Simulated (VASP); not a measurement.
# Co (P6_3/mmc) in VASP: a series of runs

The runs below take Co through single point, with PBEsol.

All numbers are computed with VASP 6.6.1; they aren't measurements. Logs are shortened: lines on timing, memory, paths and dates and some standing lists are left out, and cuts for length are marked.

### Step 1. The cell of the first run

Symmetry: P6_3/mmc, No. 194, hexagonal system. Conventional cell: a = 2.526 Å, b = 2.526 Å, c = 3.755 Å, α = 90.00°, β = 90.00°, γ = 120.00°. Co (site symmetry -6m2) has 12 Co at 2.38 to 2.53 Å within 3.1 Å.

### Step 2. Single point, PBEsol, collinear spin, ferromagnetic start

INCAR

```
PREC = Accurate ; ENCUT = 520
EDIFF = 1E-6 ; ISMEAR = 0
SIGMA = 0.15 ; LREAL = False
LASPH = True ; NELM = 150
ALGO = Fast ; ISIF = 2
LWAVE = False ; LCHARG = True
ISPIN = 2 ; MAGMOM = 1.8 1.8
LORBIT = 11 ; LMAXMIX = 4
GGA = PS ; LELF = True
LVHAR = True ; NBANDS = 20
```

KPOINTS

```
Automatic mesh
0
Gamma
  30 30 16
```

POSCAR

```
Co
1.0
    2.5256534305      0.0000000000      0.0000000000
   -1.2628267152      2.1872800320      0.0000000000
    0.0000000000      0.0000000000      3.7547835486
Co
2
Direct
    0.3333333333      0.6666666667      0.2500000000
    0.6666666667      0.3333333333      0.7500000000
```

Potentials or basis: VASP PAW PBE potentials, release 64 (Co).

Run with:

```
cat potpaw_PBE.64/Co/POTCAR > POTCAR
mpirun -np 1 vasp_std > vasp.out
```

OUTCAR:

```text
PREC = Accurate
   ENCUT = 520
   EDIFF = 1E-6
   ISMEAR = 0
   LREAL = False
   LASPH = True
   NELM = 150
   ISIF = 2
   ISPIN = 2
   LORBIT = 11
   GGA = PS

 ion  position               nearest neighbor table
   1  0.333  0.667  0.250-   2 2.38   2 2.38   2 2.38   2 2.38   2 2.38   2 2.38
   2  0.667  0.333  0.750-   1 2.38   1 2.38   1 2.38   1 2.38   1 2.38   1 2.38

  LATTYP: Found a hexagonal cell.
 ALAT       =     2.5256534305
 C/A-ratio  =     1.4866582656

  Lattice vectors:

 A1 = (   2.5256534305,   0.0000000000,   0.0000000000)
 A2 = (  -1.2628267152,   2.1872800320,   0.0000000000)
 A3 = (   0.0000000000,   0.0000000000,   3.7547835486)

Analysis of symmetry for initial positions (statically):
=====================================================================
 Subroutine PRICEL returns:
 Original cell was already a primitive cell.

 Routine SETGRP: Setting up the symmetry group for a
 hexagonal supercell.

 Subroutine GETGRP returns: Found 24 space group operations
 (whereof 12 operations were pure point group operations)
 out of a pool of 24 trial point group operations.

The static configuration has the point symmetry D_3d.
 The point group associated with its full space group is D_6h.

Analysis of symmetry for dynamics (positions and initial velocities):
=====================================================================
 Subroutine PRICEL returns:
 Original cell was already a primitive cell.

 Routine SETGRP: Setting up the symmetry group for a
 hexagonal supercell.

 Subroutine GETGRP returns: Found 24 space group operations
 (whereof 12 operations were pure point group operations)
 out of a pool of 24 trial point group operations.

The dynamic configuration has the point symmetry D_3d.
 The point group associated with its full space group is D_6h.

Analysis of structural, dynamic, and magnetic symmetry:
=====================================================================
 Subroutine PRICEL returns:
 Original cell was already a primitive cell.

 Routine SETGRP: Setting up the symmetry group for a
 hexagonal supercell.

 Subroutine GETGRP returns: Found 24 space group operations
 (whereof 12 operations were pure point group operations)
 out of a pool of 24 trial point group operations.

The overall configuration has the point symmetry D_3d.
 The point group associated with its full space group is D_6h.

 Subroutine INISYM returns: Found 24 space group operations
 (whereof 12 operations are pure point group operations),
 and found     1 'primitive' translations

----------------------------------------------------------------------------------------
[... 118 lines left out ...]
   GGA     = PS    functional components
   LHFCALC =     F    Hartree Fock is set to
   AEXX    =    0.0000 exact exchange contribution
   IVDW    =     0    specifies the selected vdW correction
   LEPSILON=     F    determine dielectric tensor
   LRPA    =     F    only Hartree local field effects (RPA)
 spin polarized calculation
 RMM-DIIS sequential band-by-band and
 Gauss-broadening in eV      SIGMA  =   0.15
  energy-cutoff  :      520.00
  volume of cell :       20.74
 maximum number of plane-waves:       578
 NGX is ok and might be reduce to    20
   NGX =  9   NGY =  9   NGZ = 13

 number of electron      17.9999995 magnetization       3.0870003

 Free energy of the ion-electron system (eV)
  ---------------------------------------------------
  ext. energy  EPLUGINS =         0.00000000
  ---------------------------------------------------
  free energy    TOTEN  =       -15.38792326 eV

  energy without entropy =      -15.36966354  energy(sigma->0) =      -15.37879340

 E-fermi :  10.6957     XC(G=0): -13.8405

 val. band max:       10.6951426387   @ k =   0.1333   0.0333   0.1250
 cond. band min:      10.6966895668   @ k =   0.1333   0.1333   0.0625
 fundamental gap:      0.0015469280
 Fermi energy:        10.6957150738

 spin component 1

 k-point     1 :       0.0000    0.0000    0.0000
  band No.  band energies     occupation
      1       1.4926      1.00000
      2       5.4046      1.00000
      3       8.0507      1.00000
      4       8.0507      1.00000
      5       8.5001      1.00000
      6       8.5001      1.00000
[... 541 lines left out ...]
     19      35.0252      0.00000
     20      37.9870      0.00000

 [... further k-points ...]

 spin component 2

 k-point     1 :       0.0000    0.0000    0.0000
  band No.  band energies     occupation
      1       1.5540      1.00000
      2       6.3997      1.00000
      3       9.6107      1.00000
      4       9.6107      1.00000
      5      10.1250      1.00000
      6      10.1250      1.00000
[... 541 lines left out ...]
     19      35.0587      0.00000
     20      38.3147      0.00000

 [... further k-points ...]

------------------------ aborting loop because EDIFF is reached ----------------------------------------

  FORCE on cell =-STRESS in cart. coord.  units (eV):
  Direction    XX          YY          ZZ          XY          YZ          ZX
  --------------------------------------------------------------------------------------
  -------------------------------------------------------------------------------------
  Total       -1.0065445     -1.0065445      2.3209005     -0.0000000      0.0000000     -0.0000000
  in kB      -77.7464406    -77.7464406    179.2685298     -0.0000000      0.0000000     -0.0000000
  external PRESSURE =       7.9252162 kB  Pullay stress =       0.0000000 kB

 VOLUME and BASIS-vectors are now :
 -----------------------------------------------------------------------------
  energy-cutoff  :      520.00
  volume of cell :       20.74
      direct lattice vectors                 reciprocal lattice vectors
     2.525653430  0.000000000  0.000000000     0.395937142  0.228594415  0.000000000
    -1.262826715  2.187280032  0.000000000     0.000000000  0.457188831  0.000000000
     0.000000000  0.000000000  3.754783549     0.000000000  0.000000000  0.266326937

 POSITION                                       TOTAL-FORCE (eV/Angst)
 -----------------------------------------------------------------------------------
     -0.00000      1.45819      0.93870         0.000000     -0.000000      0.000000
      1.26283      0.72909      2.81609        -0.000000      0.000000      0.000000
 -----------------------------------------------------------------------------------
    total drift:                               -0.000000      0.000000     -0.000000

  FREE ENERGIE OF THE ION-ELECTRON SYSTEM (eV)
  ---------------------------------------------------
  free  energy   TOTEN  =       -15.3879232557 eV

  energy  without entropy=      -15.3696635371  energy(sigma->0) =      -15.37879340

 total charge

# of ion       s       p       d       tot
------------------------------------------
    1        0.510   0.565   7.302   8.376
    2        0.510   0.565   7.302   8.376
--------------------------------------------------
tot          1.020   1.129  14.604  16.753

 magnetization (x)

# of ion       s       p       d       tot
------------------------------------------
    1       -0.016  -0.052   1.618   1.550
    2       -0.016  -0.052   1.618   1.550
--------------------------------------------------
tot         -0.032  -0.104   3.236   3.100
```

OSZICAR:

```text
N       E                     dE             d eps       ncg     rms          rms(c)
DAV:   1     0.832907236606E+02    0.83291E+02   -0.79049E+03 69584   0.120E+03
DAV:   2    -0.132295086653E+02   -0.96520E+02   -0.86693E+02 66628   0.218E+02
DAV:   3    -0.177919188926E+02   -0.45624E+01   -0.43700E+01 74128   0.568E+01
DAV:   4    -0.178607181657E+02   -0.68799E-01   -0.68743E-01 79992   0.616E+00
DAV:   5    -0.178626766298E+02   -0.19585E-02   -0.19583E-02 75488   0.993E-01    0.165E+01
RMM:   6    -0.158127900789E+02    0.20499E+01   -0.76737E+00 78477   0.297E+01    0.758E+00
RMM:   7    -0.154401593323E+02    0.37263E+00   -0.81820E-01 77941   0.103E+01    0.430E+00
RMM:   8    -0.154031747352E+02    0.36985E-01   -0.27953E-02 91850   0.100E+00    0.189E+00
RMM:   9    -0.153882243325E+02    0.14950E-01   -0.84967E-03 98095   0.446E-01    0.551E-01
RMM:  10    -0.153880429028E+02    0.18143E-03   -0.11456E-03 94017   0.284E-01    0.260E-01
RMM:  11    -0.153879211941E+02    0.12171E-03   -0.47264E-04 97585   0.143E-01    0.525E-02
RMM:  12    -0.153879200459E+02    0.11482E-05   -0.13257E-04 98364   0.668E-02    0.363E-02
RMM:  13    -0.153879248297E+02   -0.47838E-05   -0.21514E-05 96106   0.349E-02    0.126E-02
RMM:  14    -0.153879235295E+02    0.13002E-05   -0.66726E-06 85565   0.165E-02    0.456E-03
RMM:  15    -0.153879232557E+02    0.27376E-06   -0.10040E-06 51815   0.676E-03
   1 F= -.15387923E+02 E0= -.15378793E+02  d E =-.182597E-01  mag=     3.0871
```

Run time: 4.8 min. Hardware: 1 thread of Intel Xeon 6975P-C (Granite Rapids), shared host; peak memory 0.53 GiB.

Results:

| Quantity | Value |
| --- | --- |
| Free energy | -15.3879 eV |
| Pressure | 0.8 GPa |
| Net moment | 3.09 μB per cell |
| Site moments | Co +1.55 μB |
| Valence electrons inside the program's atomic spheres | Co 8.38 |

Stress tensor (GPa, compression positive):
```
-7.77  0.00  0.00
 0.00 -7.77  0.00
 0.00  0.00 17.93
```

Levels at points of the mesh, in eV from the Fermi level:
Spin up:
```csv
k point,band 6,band 7,band 8,band 9,band 10,band 11,band 12,band 13,band 14,band 15
"(0.00, 0.00, 0.00)",-2.20,-2.18,-2.16,-2.16,-0.61,-0.61,0.92,8.08,21.23,23.51
"(0.50, 0.00, 0.00)",-2.23,-1.89,-0.79,-0.53,-0.22,1.26,3.24,10.69,11.37,13.76
"(0.00, 0.00, 0.50)",-2.84,-2.66,-2.66,-0.93,-0.93,-0.93,-0.93,17.78,17.78,22.13
"(0.50, 0.00, 0.50)",-1.87,-1.02,-1.02,-0.62,-0.62,1.59,1.59,7.53,7.53,18.04
```
Spin down:
```csv
k point,band 5,band 6,band 7,band 8,band 9,band 10
"(0.00, 0.00, 0.00)",-0.57,-0.57,-0.57,-0.57,-0.53,0.95
"(0.50, 0.00, 0.00)",-1.59,-0.83,-0.30,1.01,1.29,1.56
"(0.00, 0.00, 0.50)",-1.30,-1.30,-1.27,-1.27,0.79,0.79
"(0.50, 0.00, 0.50)",-0.29,-0.29,0.22,0.22,1.19,1.19
```

Caveat: the PAW data sets were made with another functional, which shifts forces and pressure a little.

(Part 1 of 2 ends here.)
